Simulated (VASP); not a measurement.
# HgTe (I-4m2) in VASP: further runs

HgTe is run at these levels: BLYP, LDA, PBEsol; tasks: single point.

Program: VASP 6.6.1. These are calculated values, not measurements. Logs are shortened: lines on timing, memory, paths and dates and some standing lists are left out, and cuts for length are marked.

## Step 1: The cell of the first run

The structure is tetragonal, space group I-4m2 (No. 119). Conventional cell: a = 6.091 Å, b = 6.091 Å, c = 3.119 Å, α = 90.00°, β = 90.00°, γ = 90.00°. Within 4.1 Å of Hg (site symmetry -4m2) lie 2 Hg at 3.12 Å and 8 Te at 3.14 to 3.84 Å. Within 4.1 Å of Te (site symmetry -4m2) lie 2 Te at 3.12 Å and 8 Hg at 3.14 to 3.84 Å.

## Step 2: Single point, BLYP

File INCAR:

```
SYSTEM = HgTe
PREC = Accurate
ENCUT = 500
EDIFF = 1E-6
ISMEAR = -1
SIGMA = 0.1
LREAL = .FALSE.
LASPH = .TRUE.
NELM = 120
ALGO = Normal
ISIF = 2
LWAVE = .FALSE.
LCHARG = .FALSE.
GGA = B5
ALDAX = 1.0
AGGAX = 1.0
AGGAC = 1.0
ALDAC = 0.0
NBANDS = 16
GGA_COMPAT = .FALSE.
```

File KPOINTS:

```
Automatic mesh
0
G
  8 8 8
  0 0 0
```

File POSCAR:

```
HgTe
1.0
   -3.0456050000      3.0456050000      1.5594100000
    3.0456050000     -3.0456050000      1.5594100000
    3.0456050000      3.0456050000     -1.5594100000
Hg Te
1 1
Direct
    0.7500000000      0.2500000000      0.5000000000
    0.0000000000      0.0000000000      0.0000000000
```

Potentials or basis: VASP PAW PBE potentials, release 64 (Hg, Te).

Launch:

```bash
$ cat potpaw_PBE.64/Hg/POTCAR potpaw_PBE.64/Te/POTCAR > POTCAR
$ mpirun -np 1 vasp_std > vasp.out
```

OUTCAR:

```text
SYSTEM = HgTe
   PREC = Accurate
   ENCUT = 500
   EDIFF = 1E-6
   ISMEAR = -1
   LREAL = .FALSE.
   LASPH = .TRUE.
   NELM = 120
   ISIF = 2
   GGA = B5

 ion  position               nearest neighbor table
   1  0.750  0.250  0.500-   2 3.14   2 3.14   2 3.14   2 3.14
   2  0.000  0.000  0.000-   1 3.14   1 3.14   1 3.14   1 3.14

  LATTYP: Found a body centered tetragonal cell.
 ALAT       =     6.0912100000
 C/A-ratio  =     0.5120197793

  Lattice vectors:

 A1 = (  -3.0456050000,   3.0456050000,   1.5594100000)
 A2 = (   3.0456050000,  -3.0456050000,   1.5594100000)
 A3 = (   3.0456050000,   3.0456050000,  -1.5594100000)

Analysis of symmetry for initial positions (statically):
=====================================================================
 Subroutine PRICEL returns:
 Original cell was already a primitive cell.

 Routine SETGRP: Setting up the symmetry group for a
 body centered tetragonal supercell.

 Subroutine GETGRP returns: Found  8 space group operations
 (whereof  8 operations were pure point group operations)
 out of a pool of 16 trial point group operations.

The static configuration has the point symmetry D_2d.

Analysis of symmetry for dynamics (positions and initial velocities):
=====================================================================
 Subroutine PRICEL returns:
 Original cell was already a primitive cell.

 Routine SETGRP: Setting up the symmetry group for a
 body centered tetragonal supercell.

 Subroutine GETGRP returns: Found  8 space group operations
 (whereof  8 operations were pure point group operations)
 out of a pool of 16 trial point group operations.

The dynamic configuration has the point symmetry D_2d.

 Subroutine INISYM returns: Found  8 space group operations
 (whereof  8 operations are pure point group operations),
 and found     1 'primitive' translations

----------------------------------------------------------------------------------------

                                     Primitive cell

  volume of cell :      57.8585

  direct lattice vectors                    reciprocal lattice vectors
    -3.045605000  3.045605000  1.559410000     0.000000000  0.164170994  0.320634086
     3.045605000 -3.045605000  1.559410000     0.164170994  0.000000000  0.320634086
     3.045605000  3.045605000 -1.559410000     0.164170994  0.164170994  0.000000000

  length of vectors
     4.580740025  4.580740025  4.580740025     0.360219839  0.360219839  0.232172846

  position of ions in fractional coordinates (direct lattice)
[... 79 lines left out ...]
   EDIFF  = 0.1E-05   stopping-criterion for ELM
   LREAL  =      F    real-space projection
   EDIFFG = 0.1E-04   stopping-criterion for IOM
   NSW    =      0    number of steps for IOM
   IBRION =     -1    ionic relax: 0-MD 1-quasi-New 2-CG
   NFREE  =      0    steps in history (QN), initial steepest desc. (CG)
   ISIF   =      2    stress and relaxation
   ISYM   =      2    0-nonsym 1-usesym 2-fastsym
   POTIM  = 0.5000    time-step for ionic-motion
   TEBEG  =    0.0;   TEEND  =   0.0 temperature during run
   PSTRESS=    0.0 pullay stress
   NELECT =      18.0000    total number of electrons
   NUPDOWN=      -1.0000    fix difference up-down
   EMIN   =  10.00;   EMAX   =-10.00  energy-range for DOS
   EFERMI =   0.00;   METHOD = LEGACY
   ISMEAR =    -1;   SIGMA  =   0.10  broadening in eV -4-tet -1-fermi 0-gaus
   EFERMI_NEDOS =   21; number of points for ismear=-14 and -15
   IALGO  =     38    algorithm
   IMIX   =      4    mixing-type and parameters
     AMIX     =   0.40;   BMIX     =  1.00
     AMIX_MAG =   1.60;   BMIX_MAG =  1.00
  volume/ion in A,a.u.               =      28.93       195.22
  Fermi-wavevector in a.u.,A,eV,Ry     =   1.109285  2.096245 16.742152  1.230513
  Thomas-Fermi vector in A             =   2.245823
   LORBIT       =      0    0 simple, 1 ext, 2 COOP (PROOUT), +10 PAW based schemes
   GGA     = B5    functional components
   LHFCALC =     F    Hartree Fock is set to
   AEXX    =    0.0000 exact exchange contribution
   IVDW    =     0    specifies the selected vdW correction
   LEPSILON=     F    determine dielectric tensor
   LRPA    =     F    only Hartree local field effects (RPA)
 non-spin polarized calculation
  energy-cutoff  :      500.00
  volume of cell :       57.86
 maximum number of plane-waves:      1501
 NGX is ok and might be reduce to    36
   NGX = 17   NGY = 17   NGZ = 17

 number of electron      18.0000002 magnetization

 Free energy of the ion-electron system (eV)
  ---------------------------------------------------
  ext. energy  EPLUGINS =         0.00000000
  ---------------------------------------------------
  free energy    TOTEN  =        -2.15632895 eV

  energy without entropy =       -2.13595747  energy(sigma->0) =       -2.14614321

 E-fermi :   4.9094     XC(G=0):  -9.2168

 val. band max:        4.9077578129   @ k =   0.2500   0.0000   0.0000
 cond. band min:       4.9310299525   @ k =  -0.2500   0.5000   0.1250
 fundamental gap:      0.0232721396
 Fermi energy:         4.9093673269

 k-point     1 :       0.0000    0.0000    0.0000
  band No.  band energies     occupation
      1      -7.5725      2.00000
      2      -2.5568      2.00000
      3      -1.8403      2.00000
      4      -1.7746      2.00000
      5      -1.3492      2.00000
      6      -1.3492      2.00000
[... 433 lines left out ...]
      3      -1.9456      2.00000
      4      -1.7281      2.00000
      5      -1.5889      2.00000
      6      -1.3292      2.00000
[... 8 lines left out ...]
     15      13.7809      0.00000
     16      14.5671      0.00000

 [... further k-points ...]

------------------------ aborting loop because EDIFF is reached ----------------------------------------

  FORCE on cell =-STRESS in cart. coord.  units (eV):
  Direction    XX          YY          ZZ          XY          YZ          ZX
  --------------------------------------------------------------------------------------
  -------------------------------------------------------------------------------------
  Total        1.4237045      1.4237045      1.9022401      0.0000000      0.0000000      0.0000000
  in kB       39.4242088     39.4242088     52.6754740      0.0000000      0.0000000      0.0000000
  external PRESSURE =      43.8412972 kB  Pullay stress =       0.0000000 kB

 VOLUME and BASIS-vectors are now :
 -----------------------------------------------------------------------------
  energy-cutoff  :      500.00
  volume of cell :       57.86
      direct lattice vectors                 reciprocal lattice vectors
    -3.045605000  3.045605000  1.559410000     0.000000000  0.164170994  0.320634086
     3.045605000 -3.045605000  1.559410000     0.164170994  0.000000000  0.320634086
     3.045605000  3.045605000 -1.559410000     0.164170994  0.164170994  0.000000000

 POSITION                                       TOTAL-FORCE (eV/Angst)
 -----------------------------------------------------------------------------------
      0.00000      3.04561      0.77970        -0.000000      0.000000      0.000000
      0.00000      0.00000      0.00000         0.000000     -0.000000     -0.000000
 -----------------------------------------------------------------------------------
    total drift:                               -0.000000      0.000000      0.000000

  FREE ENERGIE OF THE ION-ELECTRON SYSTEM (eV)
  ---------------------------------------------------
  free  energy   TOTEN  =        -2.1563289450 eV

  energy  without entropy=       -2.1359574719  energy(sigma->0) =       -2.14614321
```

stdout:

```text
POSCAR found type information on POSCAR HgTe
 POSCAR found :  2 types and       2 ions
 scaLAPACK will be used
 -----------------------------------------------------------------------------
|                                                                             |
|                                                                             |
|     You enforced a specific xc type in the INCAR file but a different       |
|     I HOPE YOU KNOW WHAT YOU ARE DOING!                                     |
|                                                                             |
 -----------------------------------------------------------------------------

 LDA part: xc-table for (Slater(with rela. corr.)+VWN5), standard interpolation
 POSCAR, INCAR and KPOINTS ok, starting setup
 FFT: planning ... GRIDC
 FFT: planning ... GRID_SOFT
 FFT: planning ... GRID
 WAVECAR not read
 entering main loop
```

It took 78 s on 1 thread of Intel Xeon Platinum 8375C at 2.90GHz (Ice Lake), shared host; peak memory 0.23 GiB.

What came out:

| Quantity | Value |
| --- | --- |
| Free energy | -2.1563 eV |
| Pressure | 4.4 GPa |
| Band gap on the k mesh | zero (bands 9 and 10 overlap by 2.86 eV) |

Caveat: the cell stands under pressure; the PAW data sets were made with another functional, which shifts forces and pressure a little; spin-orbit coupling is left out, which moves the levels of the heavy elements.

## Step 3: Single point, LDA

File INCAR:

```
PREC     = Accurate       # precision mode
ENCUT    = 500            # plane-wave cutoff, eV
EDIFF    = 1E-6           # SCF threshold, eV
ISMEAR   = -1             # smearing method
SIGMA    = 0.1            # smearing width, eV
LREAL    = False          # projectors in reciprocal space
LASPH    = True           # aspherical terms in the spheres
NELM     = 120            # most SCF steps
ALGO     = Normal         # electronic algorithm
ISIF     = 2              # what is computed and relaxed
LWAVE    = False          # write WAVECAR
LCHARG   = False          # write CHGCAR
NBANDS   = 16             # bands
GGA_COMPAT= False
```

File KPOINTS:

```
regular mesh
0
Gamma
  8 8 8
```

POSCAR is that of step 2.

Potentials or basis: VASP PAW LDA potentials, release 64 (Hg, Te).

Launch:

```bash
$ cat potpaw_LDA.64/Hg/POTCAR potpaw_LDA.64/Te/POTCAR > POTCAR
$ mpirun -np 1 vasp_std > vasp.out
```

It took 52 s on 1 thread of Intel Xeon Platinum 8375C at 2.90GHz (Ice Lake), shared host; peak memory 0.2 GiB.

The run converged. Its results:

- Free energy: -4.7713 eV
- Pressure: -5.0 GPa
- Band gap on the k mesh: zero (bands 9 and 10 overlap by 2.95 eV)

Stress tensor (GPa, compression positive):
```
-5.29  0.00  0.00
 0.00 -5.29  0.00
 0.00  0.00 -4.50
```

Levels at points of the mesh, in eV from the Fermi level:
```tsv
k point	band 5	band 6	band 7	band 8	band 9	band 10	band 11	band 12	band 13	band 14
(0.00, 0.00, 0.00)	-6.18	-6.18	-3.52	-2.44	-2.44	3.38	4.60	6.82	6.82	9.01
(0.50, 0.00, 0.00)	-6.41	-6.18	-4.55	-1.96	-1.10	-0.18	3.14	3.77	5.82	8.05
(0.50, 0.50, 0.00)	-6.16	-6.13	-6.08	-0.90	1.45	1.90	2.80	3.38	8.73	10.33
(0.50, 0.50, 0.50)	-6.15	-6.14	-4.42	-4.33	-4.33	3.06	7.27	7.93	7.93	11.70
```

Caveat: the cell stands under tension; spin-orbit coupling is left out, which moves the levels of the heavy elements.

## Step 4: Single point, PBEsol

File INCAR:

```
SYSTEM = HgTe
PREC = Accurate ; ENCUT = 500
EDIFF = 1E-6 ; ISMEAR = -1
SIGMA = 0.1 ; LREAL = .False.
LASPH = .True. ; NELM = 120
ALGO = Normal ; ISIF = 2
LWAVE = .False. ; LCHARG = .False.
GGA = PS ; NBANDS = 16
GGA_COMPAT = .False.
```

File KPOINTS:

```
Automatic mesh
0
Gamma
  8 8 8
  0 0 0
```

POSCAR is that of step 3.

Potentials or basis: VASP PAW PBE potentials, release 64 (Hg, Te).

Launch:

```bash
$ cat potpaw_PBE.64/Hg/POTCAR potpaw_PBE.64/Te/POTCAR > POTCAR
$ mpirun -np 1 vasp_std > vasp.out
```

Wall time 59 s (1 thread of Intel Xeon Platinum 8375C at 2.90GHz (Ice Lake), shared host); peak memory 0.23 GiB.

The run converged. Its results:

* Free energy: -4.1354 eV
* Pressure: -3.6 GPa
* Band gap on the k mesh: zero (bands 9 and 10 overlap by 2.97 eV)

Stress tensor (GPa, compression positive):
```
-3.87  0.00  0.00
 0.00 -3.87  0.00
 0.00  0.00 -2.94
```

Levels at points of the mesh, in eV from the Fermi level:
```csv
k point,band 5,band 6,band 7,band 8,band 9,band 10,band 11,band 12,band 13,band 14
"(0.00, 0.00, 0.00)",-6.16,-6.16,-3.50,-2.46,-2.46,3.42,4.54,6.86,6.86,9.03
"(0.50, 0.00, 0.00)",-6.39,-6.17,-4.57,-1.96,-1.12,-0.18,3.17,3.73,5.83,8.04
"(0.50, 0.50, 0.00)",-6.14,-6.11,-6.07,-0.92,1.45,1.89,2.82,3.39,8.74,10.34
"(0.50, 0.50, 0.50)",-6.13,-6.11,-4.41,-4.36,-4.36,3.08,7.26,7.97,7.97,11.78
```

Caveat: the cell stands under tension; the PAW data sets were made with another functional, which shifts forces and pressure a little; spin-orbit coupling is left out, which moves the levels of the heavy elements.

## Step 5: Overview

| level | potentials or basis | gap on the mesh (eV) | pressure (GPa) |
| --- | --- | --- | --- |
| BLYP | VASP PAW PBE potentials, release 64 (Hg, Te) | none | 4.4 |
| LDA | VASP PAW LDA potentials, release 64 (Hg, Te) | none | -5.0 |
| PBEsol | VASP PAW PBE potentials, release 64 (Hg, Te) | none | -3.6 |

Alike in all rows: task single point; no spin polarisation; cell as given; k mesh 8 × 8 × 8; cutoff (eV) 500; smearing fermi-dirac 0.1 eV.

Caveats: spin-orbit coupling is left out, which moves the levels of the heavy elements; the PAW data sets were made with another functional, which shifts forces and pressure a little (at least some runs); the cell stands under tension (at least some runs); the cell stands under pressure (at least some runs).

Total energies depend on the potentials used, so only differences within one code and one set of settings carry meaning.

The gap in the log of VASP goes by the Fermi energy; the results here count the filled bands.